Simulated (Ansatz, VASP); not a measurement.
## One calculation of Be2ZnTe2O, two programs

```
Be Zn Te O
1.0
     3.71264    0.00000    0.00000
    -1.85632    3.21524    0.00000
     0.00000    0.00000   10.26246
Be Zn Te O
2 1 2 1
Direct
  0.33333 0.66667 0.36670
  0.66667 0.33333 0.63330
  0.00000 0.00000 0.00000
  0.00000 0.00000 0.25791
  0.00000 0.00000 0.74209
  0.00000 0.00000 0.50000
```

Alike in both runs: functional PBE; k mesh 6 × 6 × 2; occupations gaussian, width 0.1 eV; no spin polarisation.

Ansatz relaxed the structure, and its values are those at the end. VASP's run is a single point on that final structure, the one shown.

|  | VASP | Ansatz |
| --- | --- | --- |
| version | VASP 6.6.1 | Ansatz 0.2.0 |
| potentials or method | VASP PAW PBE potentials, release 64 (Be, Zn, Te, O), cutoff 520 eV | scalar-relativistic, plane waves, PAW |
| valence electrons in the cell | 34 | 54 |

VASP gave:

| Property | Result |
| --- | --- |
| gap on the k mesh at the Fermi level (eV) | none |
| pressure (GPa) | 0.1 |
| rms of the force components (eV/Å) | 0.009 |

Problem. What did Ansatz give for the same quantities?

Solution. gap on the k mesh at the Fermi level (eV): none; pressure (GPa): 0.0; rms of the force components (eV/Å): 0.006.

A gap of «none» marks a metal or a gap that the smearing closes. VASP's potentials hold 34 valence electrons a cell and Ansatz's 54, so a difference there can come from the potentials and not from the codes.

Neither program's run includes spin-orbit coupling.
